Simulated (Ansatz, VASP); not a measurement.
One calculation of Li, two programs

```
Li
1.0
     4.56843    0.00000    0.01969
     0.00000    4.21729    0.00000
     0.01969    0.00000    4.40063
Li
4
Cartesian
  3.9809 0.5068 2.8357
  1.8286 1.6018 1.6103
  0.6170 2.6154 3.7849
  2.7497 3.7105 0.6097
```

Alike in both runs: task single point; functional PBE; k mesh 8 × 10 × 8; occupations gaussian, width 0.1 eV; no spin polarisation.

|  | VASP | Ansatz |
| --- | --- | --- |
| version | VASP 6.6.1 | Ansatz 0.2.0 |
| potentials or method | VASP PAW PBE potentials, release 64 (Li_sv), cutoff 520 eV | scalar-relativistic, plane waves, PAW |
| valence electrons in the cell | 12 | 12 |

|  | VASP | Ansatz | Ansatz less VASP |
| --- | --- | --- | --- |
| gap on the k mesh at the Fermi level (eV) | none | none | - |
| rms of the force components (eV/Å) | 0.164 | 0.164 | -0.0003 |

Atom by atom the forces differ by 0.001 eV/Å (rms over components). A gap of «none» marks a metal or a gap that the smearing closes. With one functional, cell and mesh, what is left measures potentials, basis and numerics.

Noted on VASP's run: the cutoff is short for stress, so the pressure is rough.
